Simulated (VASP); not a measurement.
# C (Imma) in VASP: a series of runs

Runs on C. Level: PBE. Tasks: single point.

All numbers are computed with VASP 6.6.1; they aren't measurements. Logs are shortened: lines on timing, memory, paths and dates and some standing lists are left out, and cuts for length are marked.

## 1. The cell of the first run

Symmetry: Imma, No. 74, orthorhombic system. The conventional cell has a = 2.513 Å, b = 2.538 Å, c = 3.571 Å, α = 90.00°, β = 90.00°, γ = 90.00°. C (site symmetry mm2) has 4 C at 1.54 to 1.55 Å within 2.1 Å.

## 2. Single point, PBE (strain -0.0100 x Voigt [0, 0, 0, 1, 0, 0])

Input file INCAR:

```
PREC = Accurate
ENCUT = 520
EDIFF = 1E-6
ISMEAR = 0
SIGMA = 0.05
LREAL = False
LASPH = True
NELM = 80
ALGO = Normal
ISIF = 2
LWAVE = False
LCHARG = True
GGA = PE
LELF = True
LVHAR = True
NBANDS = 11
```

Input file KPOINTS:

```
regular mesh
0
Gamma
  12 12 12
```

Input file POSCAR:

```
C
1.0
    0.0000000000      1.7768088442      1.7768088442
    1.7857375319     -0.0089286877      1.7857375319
    1.7857375319      1.7857375319     -0.0089286877
C
2
Direct
    0.5000000000      0.5000000000      0.5000000000
    0.7500000000      0.7500000000      0.7500000000
```

Potentials or basis: VASP PAW PBE potentials, release 64 (C).

Started as:

```bash
$ cat potpaw_PBE.64/C/POTCAR > POTCAR
$ mpirun -np 1 vasp_std > vasp.out
```

OUTCAR:

```text
PREC = Accurate
   ENCUT = 520
   EDIFF = 1E-6
   ISMEAR = 0
   LREAL = False
   LASPH = True
   NELM = 80
   ISIF = 2
   GGA = PE

 ion  position               nearest neighbor table
   1  0.500  0.500  0.500-   2 1.54   2 1.54   2 1.55   2 1.55
   2  0.750  0.750  0.750-   1 1.54   1 1.54   1 1.55   1 1.55

  LATTYP: Found a body centered orthorhombic cell.
 ALAT       =     2.5127871652
 B/A-ratio  =     1.0100502513
 C/A-ratio  =     1.4213201632

  Lattice vectors:

 A1 = (  -1.7857375319,   0.0089286877,  -1.7857375319)
 A2 = (  -1.7857375319,  -0.0089286877,   1.7857375319)
 A3 = (   1.7857375319,   1.7857375319,  -0.0089286877)

Analysis of symmetry for initial positions (statically):
=====================================================================
 Subroutine PRICEL returns:
 Original cell was already a primitive cell.

 Routine SETGRP: Setting up the symmetry group for a
 body centered orthorhombic supercell.

 Subroutine GETGRP returns: Found  8 space group operations
 (whereof  4 operations were pure point group operations)
 out of a pool of  8 trial point group operations.

The static configuration has the point symmetry C_2v.
 The point group associated with its full space group is D_2h.

Analysis of symmetry for dynamics (positions and initial velocities):
=====================================================================
 Subroutine PRICEL returns:
 Original cell was already a primitive cell.

 Routine SETGRP: Setting up the symmetry group for a
 body centered orthorhombic supercell.

 Subroutine GETGRP returns: Found  8 space group operations
 (whereof  4 operations were pure point group operations)
 out of a pool of  8 trial point group operations.

The dynamic configuration has the point symmetry C_2v.
 The point group associated with its full space group is D_2h.

 Subroutine INISYM returns: Found  8 space group operations
 (whereof  4 operations are pure point group operations),
 and found     1 'primitive' translations

----------------------------------------------------------------------------------------

                                     Primitive cell

  volume of cell :      11.3886

  direct lattice vectors                    reciprocal lattice vectors
     0.000000000  1.776808844  1.776808844    -0.279996355  0.281403372  0.281403372
     1.785737532 -0.008928688  1.785737532     0.279996355 -0.278603338  0.278603338
     1.785737532  1.785737532 -0.008928688     0.279996355  0.278603338 -0.278603338

  length of vectors
     2.512787165  2.525430020  2.525430020     0.486593952  0.483360734  0.483360734

  position of ions in fractional coordinates (direct lattice)
     0.500000000  0.500000000  0.500000000
     0.750000000  0.750000000  0.750000000

  ion indices of the primitive-cell ions
   primitive index   ion index
                 1           1
                 2           2

----------------------------------------------------------------------------------------

 KPOINTS: regular mesh

Automatic generation of k-mesh.
 Grid dimensions read from file:
 generate k-points for:   12   12   12

 Generating k-lattice:

  Cartesian coordinates                     Fractional coordinates (reciprocal lattice)
    -0.023333030  0.023450281  0.023450281     0.083333333  0.000000000  0.000000000
     0.023333030 -0.023216945  0.023216945     0.000000000  0.083333333 -0.000000000
     0.023333030  0.023216945 -0.023216945     0.000000000  0.000000000  0.083333333

  Length of vectors
     0.040549496  0.040280061  0.040280061

  Shift w.r.t. Gamma in fractional coordinates (k-lattice)
     0.000000000  0.000000000  0.000000000

 Subroutine IBZKPT returns following result:
 ===========================================

 Found    280 irreducible k-points:

 Following reciprocal coordinates:
            Coordinates               Weight
  0.000000  0.000000  0.000000      1.000000
  0.083333 -0.000000 -0.000000      4.000000
  0.166667  0.000000  0.000000      4.000000
  0.250000  0.000000  0.000000      4.000000
  0.333333  0.000000  0.000000      4.000000
  0.416667 -0.000000 -0.000000      4.000000
[... 16 lines left out ...]
  0.250000  0.166667 -0.000000      8.000000
  0.333333  0.166667 -0.000000      8.000000
 [... further k-points ...]
   k-points           NKPTS =    280   k-points in BZ     NKDIM =    280   number of bands    NBANDS=     11
   number of dos      NEDOS =    301   number of ions     NIONS =      2
   total plane-waves  NPLWV =   8000
   dimension x,y,z NGX =    20 NGY =   20 NGZ =   20
   dimension x,y,z NGXF=    40 NGYF=   40 NGZF=   40
   ions per type =               2
   NGX,Y,Z   is equivalent  to a cutoff of  13.23, 13.17, 13.17 a.u.
   NGXF,Y,Z  is equivalent  to a cutoff of  26.46, 26.33, 26.33 a.u.
 SYSTEM =  unknown system
   PREC   = accura    normal or accurate (medium, high low for compatibility)
   ISTART =      0    job   : 0-new  1-cont  2-samecut
   ICHARG =      2    charge: 1-file 2-atom 10-const
   ISPIN  =      1    spin polarized calculation?
   LNONCOLLINEAR =      F non collinear calculations
   LSORBIT =      F    spin-orbit coupling
   LASPH  =      T    aspherical Exc in radial PAW
   ENCUT  =  520.0 eV  38.22 Ry    6.18 a.u.   4.67  4.70  4.70*2*pi/ulx,y,z
   NELM   =     80;   NELMIN=  2; NELMDL= -5     # of ELM steps
   EDIFF  = 0.1E-05   stopping-criterion for ELM
   LREAL  =      F    real-space projection
   EDIFFG = 0.1E-04   stopping-criterion for IOM
   NSW    =      0    number of steps for IOM
   IBRION =     -1    ionic relax: 0-MD 1-quasi-New 2-CG
   NFREE  =      0    steps in history (QN), initial steepest desc. (CG)
   ISIF   =      2    stress and relaxation
   ISYM   =      2    0-nonsym 1-usesym 2-fastsym
   POTIM  = 0.5000    time-step for ionic-motion
   TEBEG  =    0.0;   TEEND  =   0.0 temperature during run
   PSTRESS=    0.0 pullay stress
   NELECT =       8.0000    total number of electrons
   NUPDOWN=      -1.0000    fix difference up-down
   EMIN   =  10.00;   EMAX   =-10.00  energy-range for DOS
   EFERMI =   0.00;   METHOD = LEGACY
   ISMEAR =     0;   SIGMA  =   0.05  broadening in eV -4-tet -1-fermi 0-gaus
   EFERMI_NEDOS =   21; number of points for ismear=-14 and -15
   IALGO  =     38    algorithm
   IMIX   =      4    mixing-type and parameters
     AMIX     =   0.40;   BMIX     =  1.00
     AMIX_MAG =   1.60;   BMIX_MAG =  1.00
  volume/ion in A,a.u.               =       5.69        38.43
  Fermi-wavevector in a.u.,A,eV,Ry     =   1.455283  2.750086 28.815084  2.117849
  Thomas-Fermi vector in A             =   2.572336
   LORBIT       =      0    0 simple, 1 ext, 2 COOP (PROOUT), +10 PAW based schemes
   GGA     = PE    functional components
   LHFCALC =     F    Hartree Fock is set to
   AEXX    =    0.0000 exact exchange contribution
   IVDW    =     0    specifies the selected vdW correction
   LEPSILON=     F    determine dielectric tensor
   LRPA    =     F    only Hartree local field effects (RPA)
 non-spin polarized calculation
 Gauss-broadening in eV      SIGMA  =   0.05
  energy-cutoff  :      520.00
  volume of cell :       11.39
 maximum number of plane-waves:       323
   NGX =  9   NGY =  9   NGZ =  9

 number of electron       7.9999999 magnetization

 Free energy of the ion-electron system (eV)
  ---------------------------------------------------
  ext. energy  EPLUGINS =         0.00000000
  ---------------------------------------------------
  free energy    TOTEN  =       -18.18376023 eV

  energy without entropy =      -18.18376023  energy(sigma->0) =      -18.18376023

 E-fermi :   9.9640     XC(G=0): -13.2310

 val. band max:        9.6746001241   @ k =   0.0000   0.0000   0.0000
 cond. band min:      13.8099901605   @ k =   0.0000   0.3333   0.3333
 fundamental gap:      4.1353900363
 Fermi energy:         9.9640443847

 k-point     1 :       0.0000    0.0000    0.0000
  band No.  band energies     occupation
      1     -11.7517      2.00000
      2       9.6709      2.00000
      3       9.6721      2.00000
      4       9.6746      2.00000
      5      15.1011      0.00000
      6      15.2461      0.00000
      7      15.4037      0.00000
      8      22.9216      0.00000
      9      28.9179      0.00000
     10      36.1641      0.00000
     11      36.1669      0.00000

 k-point     2 :       0.0833   -0.0000   -0.0000
  band No.  band energies     occupation
      1     -11.5584      2.00000
      2       8.4775      2.00000
      3       9.3418      2.00000
      4       9.3441      2.00000
      5      15.5347      0.00000
      6      15.7091      0.00000
      7      16.0307      0.00000
      8      23.0958      0.00000
      9      29.2422      0.00000
     10      33.9647      0.00000
     11      34.0579      0.00000

 k-point     3 :       0.1667    0.0000    0.0000
  band No.  band energies     occupation
      1     -10.9811      2.00000
      2       5.9759      2.00000
      3       8.6311      2.00000
      4       8.6320      2.00000
      5      16.4716      0.00000
      6      16.6376      0.00000
      7      17.0378      0.00000
      8      23.5900      0.00000
      9      29.9074      0.00000
     10      32.3322      0.00000
     11      32.4781      0.00000

 k-point     4 :       0.2500    0.0000    0.0000
  band No.  band energies     occupation
      1     -10.0281      2.00000
      2       3.1513      2.00000
      3       7.8978      2.00000
      4       7.9042      2.00000
      5      17.3402      0.00000
      6      17.4795      0.00000
      7      17.7448      0.00000
      8      24.2716      0.00000
      9      30.3100      0.00000
     10      31.8887      0.00000
     11      32.0895      0.00000

 k-point     5 :       0.3333    0.0000    0.0000
  band No.  band energies     occupation
      1      -8.7203      2.00000
      2       0.3721      2.00000
      3       7.3149      2.00000
      4       7.3303      2.00000
      5      17.8298      0.00000
      6      17.9372      0.00000
      7      18.1569      0.00000
      8      24.8908      0.00000
      9      30.5351      0.00000
     10      32.7054      0.00000
     11      32.9545      0.00000
[... 211 lines left out ...]
 k-point    21 :       0.0833    0.1667   -0.0000
  band No.  band energies     occupation
      1     -11.0541      2.00000
      2       6.7588      2.00000
      3       7.9797      2.00000
      4       8.7260      2.00000
      5      15.3870      0.00000
      6      17.4307      0.00000
      7      17.5014      0.00000
      8      23.1247      0.00000
      9      29.9503      0.00000
     10      30.5868      0.00000
     11      35.0652      0.00000

 k-point    22 :       0.1667    0.1667    0.0000
  band No.  band energies     occupation
      1     -10.7322      2.00000
      2       7.1105      2.00000
      3       7.1111      2.00000
      4       7.4352      2.00000
      5      14.5908      0.00000
      6      18.6654      0.00000
      7      18.6721      0.00000
      8      22.3234      0.00000
      9      29.4767      0.00000
     10      30.4840      0.00000
     11      37.4578      0.00000

 k-point    23 :       0.2500    0.1667   -0.0000
  band No.  band energies     occupation
      1     -10.0311      2.00000
      2       5.0354      2.00000
      3       6.3509      2.00000
      4       7.0272      2.00000
      5      14.8192      0.00000
      6      19.6826      0.00000
      7      19.8151      0.00000
      8      21.5459      0.00000
      9      29.5947      0.00000
     10      31.1193      0.00000
     11      36.8016      0.00000

 k-point    24 :       0.3333    0.1667   -0.0000
  band No.  band energies     occupation
      1      -8.9630      2.00000
      2       2.4865      2.00000
      3       5.8318      2.00000
      4       6.2647      2.00000
      5      15.6413      0.00000
      6      20.2865      0.00000
      7      20.5110      0.00000
      8      21.3965      0.00000
      9      30.5653      0.00000
     10      31.3228      0.00000
     11      36.6355      0.00000

 [... further k-points ...]
[... 5 lines left out ...]
  --------------------------------------------------------------------------------------
  -------------------------------------------------------------------------------------
  Total        0.0510373      0.0552252      0.0552252      0.0000000      0.4012838      0.0000000
  in kB        7.1800315      7.7691885      7.7691885      0.0000000     56.4534103      0.0000000
  external PRESSURE =       7.5728028 kB  Pullay stress =       0.0000000 kB

 VOLUME and BASIS-vectors are now :
 -----------------------------------------------------------------------------
  energy-cutoff  :      520.00
  volume of cell :       11.39
      direct lattice vectors                 reciprocal lattice vectors
     0.000000000  1.776808844  1.776808844    -0.279996355  0.281403372  0.281403372
     1.785737532 -0.008928688  1.785737532     0.279996355 -0.278603338  0.278603338
     1.785737532  1.785737532 -0.008928688     0.279996355  0.278603338 -0.278603338

 POSITION                                       TOTAL-FORCE (eV/Angst)
 -----------------------------------------------------------------------------------
      1.78574      1.77681      1.77681        -0.029901      0.000000      0.000000
      2.67861      2.66521      2.66521         0.029901     -0.000000     -0.000000
 -----------------------------------------------------------------------------------
    total drift:                               -0.000000     -0.000000      0.000000

  FREE ENERGIE OF THE ION-ELECTRON SYSTEM (eV)
  ---------------------------------------------------
  free  energy   TOTEN  =       -18.1837602261 eV

  energy  without entropy=      -18.1837602261  energy(sigma->0) =      -18.18376023
```

Wall time 67 s (1 thread of AMD EPYC 7R13, shared host); peak memory 0.11 GiB.

Results:

```
Free energy            : -18.1838 eV
Pressure               : 0.8 GPa
Largest force          : 0.030 eV/Å
Band gap on the k mesh : 4.14 eV, indirect (least direct gap 5.43 eV)
```

Forces on the atoms (eV/Å):
```
C   -0.030  0.000  0.000
C    0.030  0.000  0.000
```

Caveat: the cell differs from its parent crystal (strain -0.0100 x Voigt [0, 0, 0, 1, 0, 0]). A k mesh can miss the band edges.

[end of part 1 of 2]
